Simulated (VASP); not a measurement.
# MgS (Fm-3m) in VASP: notebook

The runs below take MgS through electric field gradients, with LDA.

All numbers are computed with VASP 6.6.1; they aren't measurements. Logs are shortened: lines on timing, memory, paths and dates and some standing lists are left out, and cuts for length are marked.

### Step 1. The cell of the first run

It takes space group Fm-3m (No. 225, cubic). Conventional cell: a = 5.168 Å, b = 5.168 Å, c = 5.168 Å, α = 90.00°, β = 90.00°, γ = 90.00°. Mg (site symmetry m-3m) has 6 S at 2.58 Å within 3.4 Å. S (site symmetry m-3m) has 6 Mg at 2.58 Å within 3.4 Å.

### Step 2. Electric field gradients, LDA (volume scaled by 0.98)

INCAR

```
SYSTEM = MgS
ALGO = Normal
EDIFF = 1E-8
ENCUT = 520
ISIF = 2
ISMEAR = -1
LASPH = .TRUE.
LCHARG = .FALSE.
LEFG = .TRUE.
LREAL = .FALSE.
LWAVE = .FALSE.
NBANDS = 11
NELM = 80
PREC = Accurate
SIGMA = 0.01
```

KPOINTS

```
k-points
0
G
  8 8 8
  0 0 0
```

POSCAR

```
MgS
1.0
    0.0000000000      2.5841887356      2.5841887356
    2.5841887356      0.0000000000      2.5841887356
    2.5841887356      2.5841887356      0.0000000000
Mg S
1 1
Direct
    0.0000000000      0.0000000000      0.0000000000
    0.5000000000      0.5000000000      0.5000000000
```

Potentials or basis: VASP PAW LDA potentials, release 64 (Mg, S).

Run with:

```console
$ cat potpaw_LDA.64/Mg/POTCAR potpaw_LDA.64/S/POTCAR > POTCAR
$ mpirun -np 1 vasp_std > vasp.out
```

OUTCAR:

```text
SYSTEM = MgS
   EDIFF = 1E-8
   ENCUT = 520
   ISIF = 2
   ISMEAR = -1
   LASPH = .TRUE.
   LREAL = .FALSE.
   NELM = 80
   PREC = Accurate

 ion  position               nearest neighbor table
   1  0.000  0.000  0.000-   2 2.58   2 2.58   2 2.58   2 2.58   2 2.58   2 2.58
   2  0.500  0.500  0.500-   1 2.58   1 2.58   1 2.58   1 2.58   1 2.58   1 2.58

  LATTYP: Found a face centered cubic cell.
 ALAT       =     5.1683774712

  Lattice vectors:

 A1 = (   0.0000000000,   2.5841887356,   2.5841887356)
 A2 = (   2.5841887356,   0.0000000000,   2.5841887356)
 A3 = (   2.5841887356,   2.5841887356,   0.0000000000)

Analysis of symmetry for initial positions (statically):
=====================================================================
 Subroutine PRICEL returns:
 Original cell was already a primitive cell.

 Routine SETGRP: Setting up the symmetry group for a
 face centered cubic supercell.

 Subroutine GETGRP returns: Found 48 space group operations
 (whereof 48 operations were pure point group operations)
 out of a pool of 48 trial point group operations.

The static configuration has the point symmetry O_h .

Analysis of symmetry for dynamics (positions and initial velocities):
=====================================================================
 Subroutine PRICEL returns:
 Original cell was already a primitive cell.

 Routine SETGRP: Setting up the symmetry group for a
 face centered cubic supercell.

 Subroutine GETGRP returns: Found 48 space group operations
 (whereof 48 operations were pure point group operations)
 out of a pool of 48 trial point group operations.

The dynamic configuration has the point symmetry O_h .

 Subroutine INISYM returns: Found 48 space group operations
 (whereof 48 operations are pure point group operations),
 and found     1 'primitive' translations

----------------------------------------------------------------------------------------

                                     Primitive cell

  volume of cell :      34.5146

  direct lattice vectors                    reciprocal lattice vectors
     0.000000000  2.584188736  2.584188736    -0.193484320  0.193484320  0.193484320
     2.584188736  0.000000000  2.584188736     0.193484320 -0.193484320  0.193484320
     2.584188736  2.584188736  0.000000000     0.193484320  0.193484320 -0.193484320

  length of vectors
     3.654594758  3.654594758  3.654594758     0.335124673  0.335124673  0.335124673
[... 124 lines left out ...]
  free energy    TOTEN  =        -9.58490868 eV

  energy without entropy =       -9.58490868  energy(sigma->0) =       -9.58490868

 E-fermi :   4.0187     XC(G=0): -10.0713

 val. band max:        3.7642505980   @ k =   0.0000   0.0000   0.0000
 cond. band min:       6.3654557958   @ k =   0.5000   0.5000   0.0000
 fundamental gap:      2.6012051978
 Fermi energy:         4.0187315422

 k-point     1 :       0.0000    0.0000    0.0000
  band No.  band energies     occupation
      1      -8.9933      2.00000
      2       3.7643      2.00000
      3       3.7643      2.00000
      4       3.7643      2.00000
      5       7.4167      0.00000
      6      11.5884      0.00000
      7      11.5884      0.00000
      8      11.5884      0.00000
      9      14.0514      0.00000
     10      14.0514      0.00000
     11      16.1659      0.00000
[... 309 lines left out ...]
 k-point    24 :      -0.3750    0.2500    0.1250
  band No.  band energies     occupation
      1      -7.3981      2.00000
      2      -0.7119      2.00000
      3       1.5305      2.00000
      4       2.5574      2.00000
      5       9.2031      0.00000
      6       9.7593      0.00000
      7      12.0899      0.00000
      8      13.1476      0.00000
      9      15.9560      0.00000
     10      16.9757      0.00000
     11      19.2450      0.00000

 [... further k-points ...]
[... 5 lines left out ...]
  --------------------------------------------------------------------------------------
  -------------------------------------------------------------------------------------
  Total       -0.5144693     -0.5144693     -0.5144693      0.0000000      0.0000000     -0.0000000
  in kB      -23.8818150    -23.8818150    -23.8818150      0.0000000      0.0000000     -0.0000000
  external PRESSURE =     -23.8818150 kB  Pullay stress =       0.0000000 kB

 VOLUME and BASIS-vectors are now :
 -----------------------------------------------------------------------------
  energy-cutoff  :      520.00
  volume of cell :       34.51
      direct lattice vectors                 reciprocal lattice vectors
     0.000000000  2.584188736  2.584188736    -0.193484320  0.193484320  0.193484320
     2.584188736  0.000000000  2.584188736     0.193484320 -0.193484320  0.193484320
     2.584188736  2.584188736  0.000000000     0.193484320  0.193484320 -0.193484320

 POSITION                                       TOTAL-FORCE (eV/Angst)
 -----------------------------------------------------------------------------------
      0.00000      0.00000      0.00000         0.000000     -0.000000      0.000000
      2.58419      2.58419      2.58419        -0.000000      0.000000     -0.000000
 -----------------------------------------------------------------------------------
    total drift:                                0.000000      0.000000      0.000000

  FREE ENERGIE OF THE ION-ELECTRON SYSTEM (eV)
  ---------------------------------------------------
  free  energy   TOTEN  =        -9.5849086771 eV

  energy  without entropy=       -9.5849086771  energy(sigma->0) =       -9.58490868

 Electric field gradients (V/A^2)
---------------------------------------------------------------------
 ion       V_xx      V_yy      V_zz      V_xy      V_xz      V_yz
---------------------------------------------------------------------
   1      -0.000    -0.000     0.000     0.000     0.000     0.000
   2       0.000     0.000     0.000    -0.000    -0.000    -0.000
---------------------------------------------------------------------

 Electric field gradients after diagonalization (V/A^2)
 (convention: |V_zz| > |V_xx| > |V_yy|)
----------------------------------------------------------------------
 ion       V_xx      V_yy      V_zz     asymmetry (V_yy - V_xx)/ V_zz
----------------------------------------------------------------------
   1      -0.000    -0.000     0.000       0.000
   2       0.000     0.000    -0.001       0.000
----------------------------------------------------------------------

           NMR quadrupolar parameters

 Cq : quadrupolar parameter    Cq=e*Q*V_zz/h
 eta: asymmetry parameters     (V_yy - V_xx)/ V_zz
 Q  : nuclear electric quadrupole moment in mb (millibarn)
----------------------------------------------------------------------
 ion       Cq(MHz)       eta       Q (mb)
----------------------------------------------------------------------
   1       0.000       0.000       1.000
   2      -0.000       0.000       1.000
----------------------------------------------------------------------
```

stdout:

```text
POSCAR found type information on POSCAR MgS
 POSCAR found :  2 types and       2 ions
 scaLAPACK will be used
 LDA part: xc-table for (Slater(with rela. corr.)+CA(PZ))
 , standard interpolation
 POSCAR, INCAR and KPOINTS ok, starting setup
 FFT: planning ... GRIDC
 FFT: planning ... GRID_SOFT
 FFT: planning ... GRID
 WAVECAR not read
 entering main loop
ion   1

ion   2
```

It took 5 s on 1 thread of Intel Xeon 6975P-C (Granite Rapids), shared host; peak memory 0.14 GiB.

Results:

```yaml
Free_energy: -9.5849 eV
Pressure: -2.4 GPa
Band_gap_on_the_k_mesh: 2.60 eV, indirect (least direct gap 3.65 eV)
```

Caveat: without QUAD_EFG the Cq values of the log hold for a quadrupole moment of 1 mb, not for the nuclei. A k mesh can miss the band edges.

### Step 3. Electric field gradients, LDA (volume scaled by 0.98)

INCAR

```
  PREC = Accurate
  ENCUT = 520
  EDIFF = 1E-8
  ISMEAR = -1
  SIGMA = 0.01
  LREAL = F
  LASPH = T
  NELM = 100
  ALGO = Normal
  ISIF = 2
  LWAVE = F
  LCHARG = F
  LEFG = T
  NBANDS = 11
```

KPOINTS

```
Automatic mesh
0
Gamma
  8 8 8
```

POSCAR is that of step 2.

Potentials or basis: VASP PAW LDA potentials, release 64 (Mg, S).

Run with:

```console
$ cat potpaw_LDA.64/Mg/POTCAR potpaw_LDA.64/S/POTCAR > POTCAR
$ mpirun -np 1 vasp_std > vasp.out
```

OUTCAR:

```text
PREC = Accurate
   ENCUT = 520
   EDIFF = 1E-8
   ISMEAR = -1
   LREAL = F
   LASPH = T
   NELM = 100
   ISIF = 2

 ion  position               nearest neighbor table
   1  0.000  0.000  0.000-   2 2.58   2 2.58   2 2.58   2 2.58   2 2.58   2 2.58
   2  0.500  0.500  0.500-   1 2.58   1 2.58   1 2.58   1 2.58   1 2.58   1 2.58

  LATTYP: Found a face centered cubic cell.
 ALAT       =     5.1683774712

  Lattice vectors:

 A1 = (   0.0000000000,   2.5841887356,   2.5841887356)
 A2 = (   2.5841887356,   0.0000000000,   2.5841887356)
 A3 = (   2.5841887356,   2.5841887356,   0.0000000000)
[... 547 lines left out ...]
  free  energy   TOTEN  =        -9.5849086771 eV

  energy  without entropy=       -9.5849086771  energy(sigma->0) =       -9.58490868

 Electric field gradients (V/A^2)
---------------------------------------------------------------------
 ion       V_xx      V_yy      V_zz      V_xy      V_xz      V_yz
---------------------------------------------------------------------
   1      -0.000    -0.000     0.000     0.000     0.000     0.000
   2       0.000     0.000     0.000    -0.000    -0.000    -0.000
---------------------------------------------------------------------

 Electric field gradients after diagonalization (V/A^2)
 (convention: |V_zz| > |V_xx| > |V_yy|)
----------------------------------------------------------------------
 ion       V_xx      V_yy      V_zz     asymmetry (V_yy - V_xx)/ V_zz
----------------------------------------------------------------------
   1      -0.000    -0.000     0.000       0.000
   2       0.000     0.000    -0.001       0.000
----------------------------------------------------------------------

           NMR quadrupolar parameters

 Cq : quadrupolar parameter    Cq=e*Q*V_zz/h
 eta: asymmetry parameters     (V_yy - V_xx)/ V_zz
 Q  : nuclear electric quadrupole moment in mb (millibarn)
----------------------------------------------------------------------
 ion       Cq(MHz)       eta       Q (mb)
----------------------------------------------------------------------
   1       0.000       0.000       1.000
   2      -0.000       0.000       1.000
----------------------------------------------------------------------
```

OSZICAR:

```text
N       E                     dE             d eps       ncg     rms          rms(c)
DAV:   1     0.186087117972E+02    0.18609E+02   -0.36626E+03   670   0.592E+02
DAV:   2    -0.885739098663E+01   -0.27466E+02   -0.26091E+02   788   0.100E+02
DAV:   3    -0.100089288674E+02   -0.11515E+01   -0.11503E+01   758   0.215E+01
DAV:   4    -0.100155612500E+02   -0.66324E-02   -0.66320E-02   763   0.195E+00
DAV:   5    -0.100156178716E+02   -0.56622E-04   -0.56621E-04   788   0.174E-01    0.450E+00
DAV:   6    -0.963874128525E+01    0.37688E+00   -0.82028E-01   722   0.350E+00    0.347E+00
DAV:   7    -0.959021477005E+01    0.48527E-01   -0.19126E-01   760   0.181E+00    0.215E+00
DAV:   8    -0.958526284720E+01    0.49519E-02   -0.11975E-02   698   0.600E-01    0.835E-01
DAV:   9    -0.958493677549E+01    0.32607E-03   -0.62380E-04   737   0.130E-01    0.364E-01
DAV:  10    -0.958491384234E+01    0.22933E-04   -0.59080E-05   765   0.369E-02    0.131E-01
DAV:  11    -0.958490864766E+01    0.51947E-05   -0.25560E-05   740   0.216E-02    0.169E-02
DAV:  12    -0.958490869704E+01   -0.49383E-07   -0.31376E-07   742   0.384E-03    0.125E-02
DAV:  13    -0.958490867785E+01    0.19195E-07   -0.58420E-08   743   0.121E-03    0.536E-04
DAV:  14    -0.958490867713E+01    0.71731E-09   -0.37800E-09   418   0.287E-04
   1 F= -.95849087E+01 E0= -.95849087E+01  d E =-.275070E-13
```

stdout:

```text
POSCAR found type information on POSCAR MgS
 POSCAR found :  2 types and       2 ions
 scaLAPACK will be used
 LDA part: xc-table for (Slater(with rela. corr.)+CA(PZ))
 , standard interpolation
 POSCAR, INCAR and KPOINTS ok, starting setup
 FFT: planning ... GRIDC
 FFT: planning ... GRID_SOFT
 FFT: planning ... GRID
 WAVECAR not read
 entering main loop
ion   1

ion   2
```

It took 5.9 s on 1 thread of Intel Xeon Platinum 8559C (Emerald Rapids), shared host; peak memory 0.14 GiB.

What came out:

```
Free energy            : -9.5849 eV
Pressure               : -2.4 GPa
Band gap on the k mesh : 2.60 eV, indirect (least direct gap 3.65 eV)
```

Levels at points of the mesh, in eV from the valence-band top:
| k point | band 1 | band 2 | band 3 | band 4 | band 5 | band 6 | band 7 | band 8 | band 9 |
| --- | --- | --- | --- | --- | --- | --- | --- | --- | --- |
| (0.00, 0.00, 0.00) | -12.76 | 0.00 | 0.00 | 0.00 | 3.65 | 7.82 | 7.82 | 7.82 | 10.29 |
| (0.50, 0.00, 0.00) | -11.37 | -5.02 | -0.62 | -0.62 | 4.41 | 6.77 | 6.77 | 10.06 | 12.06 |
| (0.50, 0.50, 0.00) | -10.98 | -4.36 | -1.75 | -1.75 | 2.60 | 4.19 | 11.99 | 12.81 | 13.30 |

Caveat: without QUAD_EFG the Cq values of the log hold for a quadrupole moment of 1 mb, not for the nuclei.

### Step 4. Electric field gradients, LDA (volume scaled by 1.01)

INCAR

```
SYSTEM = MgS
PREC     = Accurate       ! precision mode
ENCUT    = 520            ! plane-wave cutoff, eV
EDIFF    = 1E-8           ! SCF threshold, eV
ISMEAR   = -1             ! smearing method
SIGMA    = 0.01           ! smearing width, eV
LREAL    = .FALSE.        ! projectors in reciprocal space
LASPH    = .TRUE.         ! aspherical terms in the spheres
NELM     = 80             ! most SCF steps
ALGO     = Normal         ! electronic algorithm
ISIF     = 2              ! what is computed and relaxed
LWAVE    = .FALSE.        ! write WAVECAR
LCHARG   = .FALSE.        ! write CHGCAR
GGA      = CA             ! functional
LEFG     = .TRUE.       
NBANDS   = 11             ! bands
```

KPOINTS

```
Automatic mesh
0
G
  8 8 8
  0 0 0
```

POSCAR

```
MgS
1.0
    0.0000000000      2.6102934190      2.6102934190
    2.6102934190      0.0000000000      2.6102934190
    2.6102934190      2.6102934190      0.0000000000
Mg S
1 1
Direct
    0.0000000000      0.0000000000      0.0000000000
    0.5000000000      0.5000000000      0.5000000000
```

Potentials or basis: VASP PAW LDA potentials, release 64 (Mg, S).

Run with:

```console
$ cat potpaw_LDA.64/Mg/POTCAR potpaw_LDA.64/S/POTCAR > POTCAR
$ mpirun -np 1 vasp_std > vasp.out
```

OUTCAR:

```text
SYSTEM = MgS
   PREC = Accurate
   ENCUT = 520
   EDIFF = 1E-8
   ISMEAR = -1
   LREAL = .FALSE.
   LASPH = .TRUE.
   NELM = 80
   ISIF = 2
   GGA = CA

 ion  position               nearest neighbor table
   1  0.000  0.000  0.000-   2 2.61   2 2.61   2 2.61   2 2.61   2 2.61   2 2.61
   2  0.500  0.500  0.500-   1 2.61   1 2.61   1 2.61   1 2.61   1 2.61   1 2.61

  LATTYP: Found a face centered cubic cell.
 ALAT       =     5.2205868380

  Lattice vectors:

 A1 = (   0.0000000000,   2.6102934190,   2.6102934190)
 A2 = (   2.6102934190,   0.0000000000,   2.6102934190)
 A3 = (   2.6102934190,   2.6102934190,   0.0000000000)

Analysis of symmetry for initial positions (statically):
=====================================================================
 Subroutine PRICEL returns:
 Original cell was already a primitive cell.

 Routine SETGRP: Setting up the symmetry group for a
 face centered cubic supercell.

 Subroutine GETGRP returns: Found 48 space group operations
 (whereof 48 operations were pure point group operations)
 out of a pool of 48 trial point group operations.

The static configuration has the point symmetry O_h .

Analysis of symmetry for dynamics (positions and initial velocities):
=====================================================================
 Subroutine PRICEL returns:
 Original cell was already a primitive cell.

 Routine SETGRP: Setting up the symmetry group for a
 face centered cubic supercell.

 Subroutine GETGRP returns: Found 48 space group operations
 (whereof 48 operations were pure point group operations)
 out of a pool of 48 trial point group operations.

The dynamic configuration has the point symmetry O_h .

[... 162 lines left out ...]
      9      13.7463      0.00000
     10      13.7463      0.00000
     11      15.8217      0.00000
[... 309 lines left out ...]
 k-point    24 :      -0.3750    0.2500    0.1250
  band No.  band energies     occupation
      1      -7.5882      2.00000
      2      -0.8358      2.00000
      3       1.3488      2.00000
      4       2.3397      2.00000
      5       8.8559      0.00000
      6       9.4216      0.00000
      7      11.7198      0.00000
      8      12.7249      0.00000
      9      15.5495      0.00000
     10      16.4488      0.00000
     11      18.7882      0.00000

 [... further k-points ...]
[... 5 lines left out ...]
  --------------------------------------------------------------------------------------
  -------------------------------------------------------------------------------------
  Total       -1.0016068     -1.0016068     -1.0016068     -0.0000000      0.0000000      0.0000000
  in kB      -45.1138471    -45.1138471    -45.1138471     -0.0000000      0.0000000      0.0000000
  external PRESSURE =     -45.1138471 kB  Pullay stress =       0.0000000 kB

 VOLUME and BASIS-vectors are now :
 -----------------------------------------------------------------------------
  energy-cutoff  :      520.00
  volume of cell :       35.57
      direct lattice vectors                 reciprocal lattice vectors
     0.000000000  2.610293419  2.610293419    -0.191549347  0.191549347  0.191549347
     2.610293419  0.000000000  2.610293419     0.191549347 -0.191549347  0.191549347
     2.610293419  2.610293419  0.000000000     0.191549347  0.191549347 -0.191549347

 POSITION                                       TOTAL-FORCE (eV/Angst)
 -----------------------------------------------------------------------------------
      0.00000      0.00000      0.00000         0.000000      0.000000      0.000000
      2.61029      2.61029      2.61029        -0.000000     -0.000000     -0.000000
 -----------------------------------------------------------------------------------
    total drift:                                0.000000      0.000000      0.000000

  FREE ENERGIE OF THE ION-ELECTRON SYSTEM (eV)
  ---------------------------------------------------
  free  energy   TOTEN  =        -9.5622163330 eV

  energy  without entropy=       -9.5622163330  energy(sigma->0) =       -9.56221633

 Electric field gradients (V/A^2)
---------------------------------------------------------------------
 ion       V_xx      V_yy      V_zz      V_xy      V_xz      V_yz
---------------------------------------------------------------------
   1      -0.000     0.000     0.000     0.000     0.000     0.000
   2      -0.000    -0.000    -0.000    -0.000    -0.000    -0.000
---------------------------------------------------------------------

 Electric field gradients after diagonalization (V/A^2)
 (convention: |V_zz| > |V_xx| > |V_yy|)
----------------------------------------------------------------------
 ion       V_xx      V_yy      V_zz     asymmetry (V_yy - V_xx)/ V_zz
----------------------------------------------------------------------
   1      -0.000    -0.000     0.000       0.000
   2       0.000     0.000    -0.001       0.000
----------------------------------------------------------------------

           NMR quadrupolar parameters

 Cq : quadrupolar parameter    Cq=e*Q*V_zz/h
 eta: asymmetry parameters     (V_yy - V_xx)/ V_zz
 Q  : nuclear electric quadrupole moment in mb (millibarn)
----------------------------------------------------------------------
 ion       Cq(MHz)       eta       Q (mb)
----------------------------------------------------------------------
   1       0.000       0.000       1.000
   2      -0.000       0.000       1.000
----------------------------------------------------------------------
```

Run time: 7.9 s. Hardware: 1 thread of Intel Xeon Platinum 8559C (Emerald Rapids), shared host; peak memory 0.14 GiB.

What came out:

| Property | Result |
| --- | --- |
| Free energy | -9.5622 eV |
| Pressure | -4.5 GPa |
| Band gap on the k mesh | 2.54 eV, indirect (least direct gap 3.41 eV) |

Caveat: without QUAD_EFG the Cq values of the log hold for a quadrupole moment of 1 mb, not for the nuclei. A k mesh can miss the band edges.
